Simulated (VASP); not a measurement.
Here is a VASP 6.6.1 calculation.

The input INCAR:

```
ALGO = Normal ; EDIFF = 1E-8
ENCUT = 520 ; ISIF = 2
ISMEAR = -1 ; LASPH = T
LCHARG = F ; LEFG = T
LREAL = F ; LWAVE = F
NBANDS = 12 ; NELM = 100
PREC = Accurate ; SIGMA = 0.05
```

Contents of KPOINTS:

```
k-points
0
Gamma
  13 13 13
```

Contents of POSCAR:

```
As
1.0
    1.9173444466      1.1069793324      3.4857700000
   -1.9173444466      1.1069793324      3.4857700000
    0.0000000000     -2.2139586648      3.4857700000
As
2
Direct
    0.2275400000      0.2275400000      0.2275400000
    0.7724600000      0.7724600000      0.7724600000
```

Potentials or basis: VASP PAW LDA potentials, release 64 (As).

Run with:

```console
$ cat potpaw_LDA.64/As/POTCAR > POTCAR
$ mpirun -np 1 vasp_std > vasp.out
```

Task: Estimate the largest force.

Result: 0.046 eV/Å.

Task: What does it give for the band gap on the k mesh?

Result: Zero (band 5 reaches 5.12 eV, above the bottom of band 6 at 4.90 eV).

Forces in eV/Å, atoms in the order of the input:
```
As   0.000  0.000 -0.046
As   0.000  0.000  0.046
```

Caveat: the cell differs from its parent crystal (equal xx and yy strain of +2 %); without QUAD_EFG the Cq values of the log hold for a quadrupole moment of 1 mb, not for the nuclei.
